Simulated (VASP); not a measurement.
# SnS2 (P-3m1) in VASP: notebook

The runs below take SnS2 through single point, with PBE.

Program: VASP 6.6.1. These are calculated values, not measurements. Logs are shortened: lines on timing, memory, paths and dates and some standing lists are left out, and cuts for length are marked.

## (1) The cell of the first run

Symmetry: P-3m1, No. 164, trigonal system. Conventional cell: a = 3.687 Å, b = 3.687 Å, c = 5.945 Å, α = 90.00°, β = 90.00°, γ = 120.00°. Within 3.4 Å of Sn (site symmetry -3m) lie 6 S at 2.60 Å. S (site symmetry 3m) has 3 Sn at 2.60 Å within 3.4 Å.

## (2) Single point, PBE

INCAR reads:

```
  PREC = Accurate
  ENCUT = 500
  EDIFF = 1E-6
  ISMEAR = 0
  SIGMA = 0.01
  LREAL = F
  LASPH = T
  NELM = 120
  ALGO = Normal
  ISIF = 2
  LWAVE = F
  LCHARG = T
  GGA = PE
  LELF = T
  LVHAR = T
  NBANDS = 20
  GGA_COMPAT = F
```

KPOINTS reads:

```
Automatic mesh
0
Gamma
  6 6 4
```

POSCAR reads:

```
SnS2
1.0
    3.6868870705      0.0000000000      0.0000000000
   -1.8434435353      3.1929414664      0.0000000000
    0.0000000000      0.0000000000      5.9452193816
Sn S
1 2
Direct
    0.0000000000      0.0000000000      0.0000000000
    0.3333333333      0.6666666667      0.2500000000
    0.6666666667      0.3333333333      0.7500000000
```

Potentials or basis: VASP PAW PBE potentials, release 64 (Sn_d, S).

Launch:

```console
> cat potpaw_PBE.64/Sn_d/POTCAR potpaw_PBE.64/S/POTCAR > POTCAR
> mpirun -np 1 vasp_std > vasp.out
```

OUTCAR:

```text
PREC = Accurate
   ENCUT = 500
   EDIFF = 1E-6
   ISMEAR = 0
   LREAL = F
   LASPH = T
   NELM = 120
   ISIF = 2
   GGA = PE

 ion  position               nearest neighbor table
   1  0.000  0.000  0.000-   2 2.60   3 2.60   3 2.60   2 2.60   3 2.60   2 2.60
   2  0.333  0.667  0.250-   1 2.60   1 2.60   1 2.60
   3  0.667  0.333  0.750-   1 2.60   1 2.60   1 2.60

  LATTYP: Found a hexagonal cell.
 ALAT       =     3.6868870705
 C/A-ratio  =     1.6125309151

  Lattice vectors:

 A1 = (   3.6868870705,   0.0000000000,   0.0000000000)
 A2 = (  -1.8434435353,   3.1929414664,   0.0000000000)
 A3 = (   0.0000000000,   0.0000000000,   5.9452193816)

Analysis of symmetry for initial positions (statically):
=====================================================================
 Subroutine PRICEL returns:
 Original cell was already a primitive cell.

 Routine SETGRP: Setting up the symmetry group for a
 hexagonal supercell.

 Subroutine GETGRP returns: Found 12 space group operations
 (whereof 12 operations were pure point group operations)
 out of a pool of 24 trial point group operations.

The static configuration has the point symmetry D_3d.

Analysis of symmetry for dynamics (positions and initial velocities):
=====================================================================
 Subroutine PRICEL returns:
 Original cell was already a primitive cell.

 Routine SETGRP: Setting up the symmetry group for a
 hexagonal supercell.

 Subroutine GETGRP returns: Found 12 space group operations
 (whereof 12 operations were pure point group operations)
 out of a pool of 24 trial point group operations.

The dynamic configuration has the point symmetry D_3d.

 Subroutine INISYM returns: Found 12 space group operations
 (whereof 12 operations are pure point group operations),
 and found     1 'primitive' translations

----------------------------------------------------------------------------------------

                                     Primitive cell

  volume of cell :      69.9872

  direct lattice vectors                    reciprocal lattice vectors
     3.686887071  0.000000000  0.000000000     0.271231524  0.156595417  0.000000000
    -1.843443535  3.192941466  0.000000000     0.000000000  0.313190834  0.000000000
[... 81 lines left out ...]
   LNONCOLLINEAR =      F non collinear calculations
   LSORBIT =      F    spin-orbit coupling
   LASPH  =      T    aspherical Exc in radial PAW
   ENCUT  =  500.0 eV  36.75 Ry    6.06 a.u.   6.72  6.72 10.84*2*pi/ulx,y,z
   NELM   =    120;   NELMIN=  2; NELMDL= -5     # of ELM steps
   EDIFF  = 0.1E-05   stopping-criterion for ELM
   LREAL  =      F    real-space projection
   EDIFFG = 0.1E-04   stopping-criterion for IOM
   NSW    =      0    number of steps for IOM
   IBRION =     -1    ionic relax: 0-MD 1-quasi-New 2-CG
   NFREE  =      0    steps in history (QN), initial steepest desc. (CG)
   ISIF   =      2    stress and relaxation
   ISYM   =      2    0-nonsym 1-usesym 2-fastsym
   POTIM  = 0.5000    time-step for ionic-motion
   TEBEG  =    0.0;   TEEND  =   0.0 temperature during run
   PSTRESS=    0.0 pullay stress
   NELECT =      26.0000    total number of electrons
   NUPDOWN=      -1.0000    fix difference up-down
   EMIN   =  10.00;   EMAX   =-10.00  energy-range for DOS
   EFERMI =   0.00;   METHOD = LEGACY
   ISMEAR =     0;   SIGMA  =   0.01  broadening in eV -4-tet -1-fermi 0-gaus
   EFERMI_NEDOS =   21; number of points for ismear=-14 and -15
   IALGO  =     38    algorithm
   IMIX   =      4    mixing-type and parameters
     AMIX     =   0.40;   BMIX     =  1.00
     AMIX_MAG =   1.60;   BMIX_MAG =  1.00
  volume/ion in A,a.u.               =      23.33       157.43
  Fermi-wavevector in a.u.,A,eV,Ry     =   1.176864  2.223951 18.844199  1.385010
  Thomas-Fermi vector in A             =   2.313221
   LORBIT       =      0    0 simple, 1 ext, 2 COOP (PROOUT), +10 PAW based schemes
   GGA     = PE    functional components
   LHFCALC =     F    Hartree Fock is set to
   AEXX    =    0.0000 exact exchange contribution
   IVDW    =     0    specifies the selected vdW correction
   LEPSILON=     F    determine dielectric tensor
   LRPA    =     F    only Hartree local field effects (RPA)
 non-spin polarized calculation
 Gauss-broadening in eV      SIGMA  =   0.01
  energy-cutoff  :      500.00
  volume of cell :       69.99
 maximum number of plane-waves:      1822
 NGX is ok and might be reduce to    28
   NGX = 13   NGY = 13   NGZ = 21

 number of electron      26.0000005 magnetization

 Free energy of the ion-electron system (eV)
  ---------------------------------------------------
  ext. energy  EPLUGINS =         0.00000000
  ---------------------------------------------------
  free energy    TOTEN  =       -13.17594727 eV

  energy without entropy =      -13.17594727  energy(sigma->0) =      -13.17594727

 E-fermi :   4.4420     XC(G=0):  -9.4795

 val. band max:        4.3471150043   @ k =   0.0000   0.0000   0.0000
 cond. band min:       5.7539337393   @ k =   0.5000   0.0000   0.2500
 fundamental gap:      1.4068187350
 Fermi energy:         4.4419962786

 k-point     1 :       0.0000    0.0000    0.0000
  band No.  band energies     occupation
      1     -16.5619      2.00000
      2     -16.5619      2.00000
      3     -16.5262      2.00000
      4     -16.5015      2.00000
      5     -16.5015      2.00000
      6      -9.2094      2.00000
[... 541 lines left out ...]
     19      13.9663      0.00000
     20      13.9763      0.00000

------------------------ aborting loop because EDIFF is reached ----------------------------------------

  FORCE on cell =-STRESS in cart. coord.  units (eV):
  Direction    XX          YY          ZZ          XY          YZ          ZX
  --------------------------------------------------------------------------------------
  -------------------------------------------------------------------------------------
  Total        0.4104507      0.4104517      0.3562585     -0.0000000      0.0000000     -0.0000000
  in kB        9.3962147      9.3962359      8.1556233     -0.0000000      0.0000000     -0.0000000
  external PRESSURE =       8.9826913 kB  Pullay stress =       0.0000000 kB

 VOLUME and BASIS-vectors are now :
 -----------------------------------------------------------------------------
  energy-cutoff  :      500.00
  volume of cell :       69.99
      direct lattice vectors                 reciprocal lattice vectors
     3.686887071  0.000000000  0.000000000     0.271231524  0.156595417  0.000000000
    -1.843443535  3.192941466  0.000000000     0.000000000  0.313190834  0.000000000
     0.000000000  0.000000000  5.945219382     0.000000000  0.000000000  0.168202372

 POSITION                                       TOTAL-FORCE (eV/Angst)
 -----------------------------------------------------------------------------------
      0.00000      0.00000      0.00000        -0.000000      0.000000      0.000000
     -0.00000      2.12863      1.48630         0.000000     -0.000000     -0.131211
      1.84344      1.06431      4.45891        -0.000000      0.000000      0.131211
 -----------------------------------------------------------------------------------
    total drift:                               -0.000000     -0.000000     -0.000000

  FREE ENERGIE OF THE ION-ELECTRON SYSTEM (eV)
  ---------------------------------------------------
  free  energy   TOTEN  =       -13.1759472658 eV

  energy  without entropy=      -13.1759472658  energy(sigma->0) =      -13.17594727
```

OSZICAR:

```text
N       E                     dE             d eps       ncg     rms          rms(c)
DAV:   1     0.211126765252E+03    0.21113E+03   -0.12072E+04   972   0.150E+03
DAV:   2     0.112899357085E+02   -0.19984E+03   -0.19265E+03  1024   0.387E+02
DAV:   3    -0.127804264908E+02   -0.24070E+02   -0.23725E+02  1156   0.118E+02
DAV:   4    -0.136545996517E+02   -0.87417E+00   -0.87226E+00  1164   0.237E+01
DAV:   5    -0.136789321473E+02   -0.24332E-01   -0.24329E-01  1432   0.406E+00    0.835E+00
DAV:   6    -0.131967426308E+02    0.48219E+00   -0.10228E+00  1460   0.105E+01    0.604E+00
DAV:   7    -0.131756002954E+02    0.21142E-01   -0.27247E-01  1148   0.315E+00    0.210E+00
DAV:   8    -0.131754662771E+02    0.13402E-03   -0.25456E-02  1316   0.150E+00    0.608E-01
DAV:   9    -0.131758931927E+02   -0.42692E-03   -0.28424E-03  1172   0.403E-01    0.157E-01
DAV:  10    -0.131758913016E+02    0.18911E-05   -0.34438E-04  1220   0.121E-01    0.717E-02
DAV:  11    -0.131759462895E+02   -0.54988E-04   -0.82490E-05  1100   0.554E-02    0.270E-02
DAV:  12    -0.131759452861E+02    0.10034E-05   -0.33771E-06  1172   0.122E-02    0.148E-02
DAV:  13    -0.131759472690E+02   -0.19829E-05   -0.37698E-06  1084   0.139E-02    0.618E-03
DAV:  14    -0.131759472658E+02    0.32360E-08   -0.10164E-07   724   0.243E-03
   1 F= -.13175947E+02 E0= -.13175947E+02  d E =-.313251E-43
```

Wall time 65 s (1 thread of Intel Xeon 8259CL, shared host); peak memory 0.16 GiB.

Results:

```
Free energy            : -13.1759 eV
Pressure               : 0.9 GPa
Largest force          : 0.131 eV/Å
Band gap on the k mesh : 1.41 eV (least direct gap 1.77 eV)
```

Forces in eV/Å, atoms in the order of the input:
```
Sn   0.000  0.000  0.000
S    0.000  0.000 -0.131
S    0.000  0.000  0.131
```

Stress tensor (GPa, compression positive):
```
0.94 0.00 0.00
0.00 0.94 0.00
0.00 0.00 0.82
```

Levels at points of the mesh, in eV from the valence-band top:
```csv
k point,band 9,band 10,band 11,band 12,band 13,band 14,band 15,band 16,band 17,band 18
"(0.00, 0.00, 0.00)",-0.60,-0.60,-0.34,-0.34,0.00,1.77,3.64,5.38,5.38,8.94
"(0.50, 0.00, 0.00)",-4.19,-2.62,-2.42,-0.97,-0.27,1.66,4.46,5.99,6.06,7.44
"(0.00, 0.00, 0.50)",-1.80,-0.68,-0.68,-0.21,-0.21,2.93,3.68,5.14,5.14,8.73
"(0.50, 0.00, 0.50)",-4.62,-2.27,-1.75,-0.68,-0.60,1.42,4.69,5.56,6.45,6.80
```

Caveat: spin-orbit coupling is left out, which moves the levels of the heavy elements; this functional lacks dispersion, which binds layers or chains, so the pressure and a relaxed spacing across them are unreliable.

## (3) Single point, PBE

This run uses another cell than the first one, of 24.23 Å³/atom.

INCAR reads:

```
  ALGO = Normal
  EDIFF = 1E-6
  ENCUT = 500
  GGA = PE
  GGA_COMPAT = F
  ISIF = 2
  ISMEAR = 0
  LASPH = T
  LCHARG = T
  LELF = T
  LREAL = F
  LVHAR = T
  LWAVE = F
  NBANDS = 20
  NELM = 120
  PREC = Accurate
  SIGMA = 0.01
```

KPOINTS reads:

```
k-points
0
Gamma
  6 6 4
```

POSCAR reads:

```
SnS2
1.0
    3.7335614820      0.0000000000      0.0000000000
   -1.8667807410      3.2333627380      0.0000000000
    0.0000000000      0.0000000000      6.0204833131
Sn S
1 2
Direct
    0.0000000000      0.0000000000      0.0000000000
    0.3333333333      0.6666666667      0.2500000000
    0.6666666667      0.3333333333      0.7500000000
```

Potentials or basis: VASP PAW PBE potentials, release 64 (Sn_d, S).

Launch:

```console
> cat potpaw_PBE.64/Sn_d/POTCAR potpaw_PBE.64/S/POTCAR > POTCAR
> mpirun -np 1 vasp_std > vasp.out
```

It took 59 s on 1 thread of Intel Xeon 8259CL, shared host; peak memory 0.16 GiB.

The run converged. Its results:

```yaml
Free_energy: -13.1691 eV
Pressure: -1.7 GPa
Largest_force: 0.442 eV/Å
Band_gap_on_the_k_mesh: 1.33 eV (least direct gap 1.57 eV)
```

Forces on the atoms (eV/Å):
```
Sn   0.000  0.000  0.000
S    0.000  0.000 -0.442
S    0.000  0.000  0.442
```

Stress tensor (GPa, compression positive):
```
-1.77  0.00  0.00
 0.00 -1.77  0.00
 0.00  0.00 -1.65
```

Levels at points of the mesh, in eV from the valence-band top:
```
           k point  band 10  band 11  band 12  band 13  band 14  band 15  band 16  band 17
(0.00, 0.00, 0.00)    -0.56    -0.32    -0.32     0.00     1.57     3.60     5.29     5.29
(0.50, 0.00, 0.00)    -2.48    -2.29    -0.90    -0.25     1.58     4.41     5.96     6.04
(0.00, 0.00, 0.50)    -0.64    -0.64    -0.20    -0.20     2.71     3.61     5.07     5.07
(0.50, 0.00, 0.50)    -2.14    -1.68    -0.63    -0.56     1.33     4.66     5.54     6.51
```

Caveat: spin-orbit coupling is left out, which moves the levels of the heavy elements; this functional lacks dispersion, which binds layers or chains, so the pressure and a relaxed spacing across them are unreliable.
